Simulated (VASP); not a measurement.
The system is GaSb3.

```
CELL_PARAMETERS angstrom
4.68281 0.00000 0.00000
0.00000 4.68281 0.00000
0.00000 0.00000 4.63467
ATOMIC_POSITIONS crystal
Ga 0.00000 0.00000 0.00000
Sb 0.00000 0.50000 0.50000
Sb 0.50000 0.00000 0.50000
Sb 0.50000 0.50000 0.00000
```

* Program: VASP 6.6.1
* Task: relaxation of cell and atoms
* Functional: PBE
* Potentials or basis: VASP PAW PBE potentials, release 64 (Ga_d, Sb_d_GW)
* Cutoff: 500 eV
* k mesh: 10 × 10 × 10
* Occupations: gaussian, width 0.1 eV
* Spin: no spin polarisation

At the start: pressure 1.8 GPa; volume 25.41 Å³/atom.

Problem. Where does the relaxation end?

Solution. Over 3 steps the energy falls by 4.7 meV/atom and the volume is 26.26 Å³/atom (+3.3 %); space group Pm-3m (No. 221, to 0.1 Å) before and after.

Step by step:
```tsv
step	energy change (eV)	largest force (eV/Å)	pressure (GPa)	volume (Å³)
1	0.0000	0.0000	1.82	101.63
2	-0.0175	0.0000	-0.44	105.94
3	-0.0187	0.0000	0.00	105.02
```

Final structure:
```xyz
4
Lattice="4.7341 0.0000 0.0000 0.0000 4.7341 0.0000 0.0000 0.0000 4.6861" Properties=species:S:1:pos:R:3 pbc="T T T"
Ga    0.0000    0.0000    0.0000
Sb    0.0000    2.3670    2.3431
Sb    2.3670    0.0000    2.3431
Sb    2.3670    2.3670    0.0000
```
